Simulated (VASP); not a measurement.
Write the native input for VASP 6.6.1 that does the following.

```yaml
Task: single point
Functional: LDA
Potentials_or_basis: VASP PAW LDA potentials, release 64 (F)
Cutoff: 520 eV
k_mesh: 1 × 1 × 1
Occupations: gaussian, width 0.05 eV
Spin: no spin polarisation
Dipole_correction: no
Further_INCAR_settings: ALGO = Normal; EDIFF = 1e-06; NBANDS = 14
```

The structure of F2 lies in POSCAR:

```
F
1.0
    9.0000000000      0.0000000000      0.0000000000
    0.0000000000      9.5000000000      0.0000000000
    0.0000000000      0.0000000000     10.0000000000
F
2
Direct
    0.5000000000      0.5000000000      0.4307971897
    0.5000000000      0.5000000000      0.5692028103
```

The input as run:

INCAR

```
PREC = Accurate ; ENCUT = 520
EDIFF = 1E-6 ; ISMEAR = 0
SIGMA = 0.05 ; LREAL = False
LASPH = True ; NELM = 60
ALGO = Normal ; ISIF = 2
LWAVE = False ; LCHARG = True
LELF = True ; LVHAR = True
NBANDS = 14
```

KPOINTS

```
regular mesh
0
Gamma
  1 1 1
```

Potentials or basis: VASP PAW LDA potentials, release 64 (F).

The run is started by

```bash
$ cat potpaw_LDA.64/F/POTCAR > POTCAR
$ mpirun -np 1 vasp_gam > vasp.out
```

It gave:

| Item | Value |
| --- | --- |
| Largest force | 0.604 eV/Å |
| Gap between the frontier levels | 3.70 eV |

It took 19 s on 1 thread of AMD EPYC 9R45 96-Core Processor (Zen 5), with other jobs on the host, peak memory 0.45 GiB.
